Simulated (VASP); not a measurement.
Input of a VASP 6.6.1 run:

Contents of INCAR:

```
ALGO = Normal
EDIFF = 1E-6
ENCUT = 520
GGA = PE
ISIF = 2
ISMEAR = 1
LASPH = True
LCHARG = False
LREAL = False
LWAVE = False
NBANDS = 10
NELM = 80
PREC = Accurate
SIGMA = 0.02
```

File KPOINTS:

```
k-points
0
Gamma
  16 16 16
```

The input POSCAR:

```
Br
1.0
    0.0000000000      2.3752753244      2.3752753244
    2.3752753244      0.0000000000      2.3752753244
    2.3752753244      2.3752753244      0.0000000000
Br
1
Direct
    0.0000000000      0.0000000000      0.0000000000
```

Potentials or basis: VASP PAW PBE potentials, release 64 (Br).

Run with:

```console
$ cat potpaw_PBE.64/Br/POTCAR > POTCAR
$ mpirun -np 1 vasp_std > vasp.out
```

(1) Estimate the pressure.

## Answers

(1) -0.5 GPa.

Caveat: an odd number of electrons without spin polarisation forces a metal; a magnetic or distorted state may lie lower.
